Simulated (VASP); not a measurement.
Here is a VASP 6.6.1 calculation.

Contents of INCAR:

```
ALGO = Normal
EDIFF = 1E-7
EDIFFG = -0.04
ENCUT = 500
GGA = PE
GGA_COMPAT = False
IBRION = 2
ISIF = 3
ISMEAR = 0
LASPH = True
LCHARG = False
LREAL = False
LWAVE = False
NELM = 120
NELMIN = 4
NSW = 90
PREC = Accurate
SIGMA = 0.1
```

The input KPOINTS:

```
k-points
0
Gamma
  6 6 6
```

POSCAR

```
B
1.0
    3.6710334251      0.0000000000      0.0000000000
    0.0000000000      3.6710334251      0.0000000000
    0.0000000000      0.0000000000      3.6710334251
B
8
Direct
    0.5000000000      0.5000000000      0.5000000000
    0.0000000000      0.0000000000      0.0000000000
    0.2500000000      0.0000000000      0.5000000000
    0.5000000000      0.2500000000      0.0000000000
    0.5000000000      0.7500000000      0.0000000000
    0.7500000000      0.0000000000      0.5000000000
    0.0000000000      0.5000000000      0.7500000000
    0.0000000000      0.5000000000      0.2500000000
```

Potentials or basis: VASP PAW PBE potentials, release 64 (B).

Command:

```sh
$ cat potpaw_PBE.64/B/POTCAR > POTCAR
$ mpirun -np 1 vasp_std > vasp.out
```

(1) What does it give for the band gap on the k mesh?

## Answers

(1) zero (bands 12 and 13 overlap by 5.18 eV).

Caveat: the relaxation stopped at its first step, so nothing moved.
